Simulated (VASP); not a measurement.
Input of a VASP 6.6.1 run:

File INCAR:

```
SYSTEM = Ti
ALGO = Fast
EDIFF = 1E-6
ENCUT = 520
GGA = PS
ISIF = 2
ISMEAR = 0
LASPH = .TRUE.
LCHARG = .FALSE.
LREAL = .FALSE.
LWAVE = .FALSE.
NBANDS = 12
NELM = 80
PREC = Accurate
SIGMA = 0.15
```

File KPOINTS:

```
k-points
0
G
  20 20 20
  0 0 0
```

File POSCAR:

```
Ti
1.0
   -1.6656150000      1.6656150000      1.6410000000
    1.6656150000     -1.6656150000      1.6410000000
    1.6656150000      1.6656150000     -1.6410000000
Ti
1
Direct
    0.0000000000      0.0000000000      0.0000000000
```

Potentials or basis: VASP PAW PBE potentials, release 64 (Ti_sv).

Run with:

```bash
$ cat potpaw_PBE.64/Ti_sv/POTCAR > POTCAR
$ mpirun -np 1 vasp_std > vasp.out
```

Q: Predict the band gap on the k mesh.

A: Zero (bands 6 and 7 overlap by 1.55 eV).

Q: Predict the pressure.

A: -9.4 GPa.

Stress tensor (GPa, compression positive):
```
-9.24  0.00  0.00
 0.00 -9.24  0.00
 0.00  0.00 -9.66
```

Caveat: the cell differs from its parent crystal (strain +0.015 along x and y, +0.000 along z); the cell stands under tension; the PAW data sets were made with another functional, which shifts forces and pressure a little.
